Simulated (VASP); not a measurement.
Write the native input for VASP 6.6.1 that does the following.

```yaml
Task: relaxation of the atoms
Functional: r2SCAN
Potentials_or_basis: VASP PAW PBE potentials, release 64 (Na_pv, F)
Cutoff: 520 eV
k_mesh: 10 × 10 × 10
Occupations: fermi-dirac, width 0.02 eV
Spin: no spin polarisation
Dipole_correction: no
Further_INCAR_settings: ALGO = Normal; EDIFF = 1e-06; IBRION = 2; EDIFFG = -0.01; NSW = 50
```

Crystal: NaF.

```
CELL_PARAMETERS angstrom
0.00000 2.25065 2.25065
2.25065 0.00000 2.25065
2.25065 2.25065 0.00000
ATOMIC_POSITIONS crystal
Na 0.00000 0.00000 0.00000
F 0.50000 0.50000 0.50000
```

These files were run (other wordings do the same):

POSCAR

```
NaF
1.0
    0.0000000000      2.2506472900      2.2506472900
    2.2506472900      0.0000000000      2.2506472900
    2.2506472900      2.2506472900      0.0000000000
Na F
1 1
Direct
    0.0000000000      0.0000000000      0.0000000000
    0.5000000000      0.5000000000      0.5000000000
```

INCAR.step1

```
SYSTEM = NaF
PREC     = Accurate       ! precision mode
ENCUT    = 520            ! plane-wave cutoff, eV
ISMEAR   = -1             ! smearing method
SIGMA    = 0.02           ! smearing width, eV
LREAL    = .False.        ! projectors in reciprocal space
LASPH    = .True.         ! aspherical terms in the spheres
NELM     = 80             ! most SCF steps
GGA      = PE             ! functional
ALGO     = Normal         ! electronic algorithm
EDIFF    = 1E-4           ! SCF threshold, eV
LWAVE    = .True.         ! write WAVECAR
LCHARG   = .False.        ! write CHGCAR
```

INCAR.step2

```
SYSTEM = NaF
PREC     = Accurate       ! precision mode
ENCUT    = 520            ! plane-wave cutoff, eV
EDIFF    = 1E-6           ! SCF threshold, eV
ISMEAR   = -1             ! smearing method
SIGMA    = 0.02           ! smearing width, eV
LREAL    = .False.        ! projectors in reciprocal space
LASPH    = .True.         ! aspherical terms in the spheres
NELM     = 80             ! most SCF steps
ALGO     = Normal         ! electronic algorithm
ISIF     = 2              ! what is computed and relaxed
LWAVE    = .False.        ! write WAVECAR
LCHARG   = .False.        ! write CHGCAR
METAGGA  = R2SCAN         ! meta-GGA
LMIXTAU  = .True.       
IBRION   = 2              ! ionic algorithm
NSW      = 50             ! ionic steps
EDIFFG   = -0.01          ! ionic threshold
ISTART   = 1
```

KPOINTS

```
Automatic mesh
0
Gamma
  10 10 10
  0 0 0
```

Potentials or basis: VASP PAW PBE potentials, release 64 (Na_pv, F).

Command:

```bash
$ cat potpaw_PBE.64/Na_pv/POTCAR potpaw_PBE.64/F/POTCAR > POTCAR
$ cp INCAR.step1 INCAR
$ mpirun -np 1 vasp_std > vasp.out
$ cp INCAR.step2 INCAR
$ mpirun -np 1 vasp_std > vasp.out
```

Results of the run:

* Pressure after relaxing: 3.2 GPa
* Band gap on the k mesh: 7.69 eV

Caveat: the relaxation stopped at its first step, so nothing moved; the PAW data sets were made with another functional, which shifts forces and pressure a little.

It took 14 s on 1 thread of Intel(R) Xeon(R) 6975P-C (Granite Rapids), with other jobs on the host, peak memory 0.14 GiB.
